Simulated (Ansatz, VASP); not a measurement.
## BP in VASP and in Ansatz

The input INCAR:

```
SYSTEM = BP
ALGO     = Normal         ! electronic algorithm
EDIFF    = 1E-6           ! SCF threshold, eV
ENCUT    = 520            ! plane-wave cutoff, eV
GGA      = CA             ! functional
ISIF     = 2              ! what is computed and relaxed
ISMEAR   = 0              ! smearing method
LASPH    = .True.         ! aspherical terms in the spheres
LCHARG   = .False.        ! write CHGCAR
LREAL    = .False.        ! projectors in reciprocal space
LWAVE    = .False.        ! write WAVECAR
NBANDS   = 11             ! bands
NELM     = 100            ! most SCF steps
PREC     = Accurate       ! precision mode
SIGMA    = 0.01           ! smearing width, eV
```

Contents of KPOINTS:

```
k-points
0
Gamma
  8 8 8
  0 0 0
```

Contents of POSCAR:

```
BP
1.0
    2.2369838126      2.2369838126      0.0000000000
   -2.2369838126      2.2369838126      0.0000000000
    0.0000000000      2.2369838126      2.2369838126
B P
1 1
Direct
    0.0000000000      0.0000000000      0.0000000000
    0.7500000000      0.2500000000      0.5000000000
```

Input for Ansatz:

```yaml
crystal:
  lattice:
    - [2.23698381264, 2.23698381264, 0.0]
    - [-2.23698381264, 2.23698381264, 0.0]
    - [0.0, 2.23698381264, 2.23698381264]
  atoms:
    - { symbol: B, position: [0.0, 0.0, 0.0] }
    - { symbol: P, position: [0.75, 0.25, 0.5] }
kpoints:
  mp_grid: { grid: [8, 8, 8] }
scf:
  occupations: { method: fixed }
  convergence: { dr2_threshold: 1.0e-10 }
hamiltonian:
  xc: lda
  pseudopotentials: { kind: all_electron, lapw: { basis_error: 0.0005 } }
output:
  forces: true
  stress: true
  eigenstates:
    kpoints:
      - [0.0, 0.0, 0.0]
      - [0.416034886, -0.416034886, 0.0]
      - [0.416034886, 0.416034886, 0.416034886]
      - [0.0, 0.0, 0.416034886]
      - [-0.5, -0.5, -0.5]
      - [-0.5, 0.5, 0.0]
      - [0.0, 0.0, -0.5]
      - [0.0, -0.5, -0.5]
      - [0.0, 0.5, 0.0]
      - [-0.5, 0.0, 0.0]
      - [-0.5, 0.0, -0.5]
  eigenvalues: true
```

Alike in both runs: task single point; functional LDA; k mesh 8 × 8 × 8; no spin polarisation.

|  | VASP | Ansatz |
| --- | --- | --- |
| version | VASP 6.6.1 | Ansatz 0.2.0 |
| potentials or method | VASP PAW LDA potentials, release 64 (B, P), cutoff 520 eV | all-electron LAPW, scalar-relativistic |
| occupations | gaussian, width 0.01 eV | fixed |

VASP gave:

| Property | Result |
| --- | --- |
| gap on the k mesh at the Fermi level (eV) | 1.17 |
| pressure (GPa) | 1.9 |

Q: Estimate Ansatz's values.

A: gap on the k mesh at the Fermi level (eV): 1.17; pressure (GPa): 2.0.

LDA's correlation is that of Perdew and Zunger in VASP and of Perdew and Wang (1992) in Ansatz. Ansatz ran all-electron here, and VASP with PAW potentials.
